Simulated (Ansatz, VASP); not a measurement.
## One calculation of GaAs, two programs

Contents of POSCAR:

```
GaAs
1.0
    0.0000000000      2.8332036537      2.7623735624
    2.8332036537      0.0000000000      2.7623735624
    2.8332036537      2.8332036537      0.0000000000
Ga As
1 1
Direct
    0.0000000000      0.0000000000      0.0000000000
    0.7500000000      0.7500000000      0.7500000000
```

The input INCAR.step1:

```
SYSTEM = GaAs
PREC = Accurate
ENCUT = 520
ISMEAR = 0
SIGMA = 0.05
LREAL = .False.
LASPH = .True.
NELM = 60
NBANDS = 16
GGA = PE
ALGO = Normal
EDIFF = 1E-4
LWAVE = .True.
LCHARG = .False.
```

Contents of INCAR.step2:

```
SYSTEM = GaAs
PREC = Accurate
ENCUT = 520
EDIFF = 1E-7
ISMEAR = 0
SIGMA = 0.05
LREAL = .False.
LASPH = .True.
NELM = 60
ALGO = Normal
ISIF = 2
LWAVE = .False.
LCHARG = .False.
METAGGA = R2SCAN
LMIXTAU = .True.
NBANDS = 16
ISTART = 1
```

KPOINTS

```
Automatic mesh
0
Gamma
  8 8 8
  0 0 0
```

Input for Ansatz:

```yaml
crystal:
  lattice:
    - [0.0, 2.8332036537, 2.7623735624]
    - [2.8332036537, 0.0, 2.7623735624]
    - [2.8332036537, 2.8332036537, 0.0]
  atoms:
    - { symbol: Ga, position: [0.0, 0.0, 0.0] }
    - { symbol: As, position: [0.75, 0.75, 0.75] }
basis:
  ecutwfc: 500
kpoints:
  mp_grid: { grid: [8, 8, 8] }
hamiltonian:
  xc: r2scan
scf:
  occupations: { method: gaussian, width: 0.05 }
output:
  forces: true
  stress: true
  eigenvalues: true
```

Change from the starting cell: strain +0.000 along x and y, -0.025 along z, atoms carried along.

Alike in both runs: task single point; functional r2SCAN; k mesh 8 × 8 × 8; occupations gaussian, width 0.05 eV; no spin polarisation.

|  | VASP | Ansatz |
| --- | --- | --- |
| version | VASP 6.6.1 | Ansatz 0.2.0 |
| potentials or method | VASP PAW PBE potentials, release 64 (Ga_d, As), cutoff 520 eV | scalar-relativistic, plane waves, PAW |
| valence electrons in the cell | 18 | 28 |

|  | VASP | Ansatz | Ansatz less VASP |
| --- | --- | --- | --- |
| gap on the k mesh at the Fermi level (eV) | 1.04 | 1.06 | +0.020 |
| least direct gap on the mesh (eV) | 1.04 | 1.06 | +0.020 |
| pressure (GPa) | 2.1 | 1.9 | -0.13 |
| traceless stress, the component that is largest in VASP (GPa) | 1.11 | 1.09 | -0.015 |

VASP's potentials were made for PBE, not for r2SCAN. With one functional, cell and mesh, what is left measures potentials, basis and numerics. VASP's potentials hold 18 valence electrons a cell and Ansatz's 28, so a difference there can come from the potentials and not from the codes.
